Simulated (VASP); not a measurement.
Here is a VASP 6.6.1 calculation.

Contents of POSCAR:

```
SrCl2
1.0
    0.0000000000      3.3460800000      3.7643400000
    3.3460800000      0.0000000000      3.7643400000
    3.3460800000      3.3460800000      0.0000000000
Sr Cl
1 2
Direct
    0.0000000000      0.0000000000      0.0000000000
    0.2500000000      0.2500000000      0.2500000000
    0.7500000000      0.7500000000      0.7500000000
```

The input INCAR.step1:

```
SYSTEM = SrCl2
PREC = Accurate ; ENCUT = 520
ISMEAR = 0 ; SIGMA = 0.05
LREAL = .FALSE. ; LASPH = .TRUE.
NELM = 60 ; NBANDS = 19
GGA = PE ; ALGO = Normal
EDIFF = 1E-4 ; LWAVE = .TRUE.
LCHARG = .FALSE.
```

INCAR.step2

```
SYSTEM = SrCl2
PREC = Accurate ; ENCUT = 520
EDIFF = 1E-6 ; ISMEAR = 0
SIGMA = 0.05 ; LREAL = .FALSE.
LASPH = .TRUE. ; NELM = 60
ALGO = Normal ; ISIF = 2
LWAVE = .FALSE. ; LCHARG = .FALSE.
METAGGA = R2SCAN ; LMIXTAU = .TRUE.
NBANDS = 19 ; ISTART = 1
```

Contents of KPOINTS:

```
regular mesh
0
G
  6 6 6
  0 0 0
```

Potentials or basis: VASP PAW PBE potentials, release 64 (Sr_sv, Cl).

Command:

```bash
$ cat potpaw_PBE.64/Sr_sv/POTCAR potpaw_PBE.64/Cl/POTCAR > POTCAR
$ cp INCAR.step1 INCAR
$ mpirun -np 1 vasp_std > vasp.out
$ cp INCAR.step2 INCAR
$ mpirun -np 1 vasp_std > vasp.out
```

Problem. Estimate the pressure.

Solution. 0.7 GPa.

Problem. Estimate the band gap on the k mesh.

Solution. 5.15 eV, indirect (least direct gap 5.48 eV).

Stress tensor (GPa, compression positive):
```
 2.90  0.00  0.00
 0.00  2.90  0.00
 0.00  0.00 -3.60
```

Caveat: the cell differs from its parent crystal (strain -0.040 along x and y, +0.080 along z); the PAW data sets were made with another functional, which shifts forces and pressure a little. A k mesh can miss the band edges.
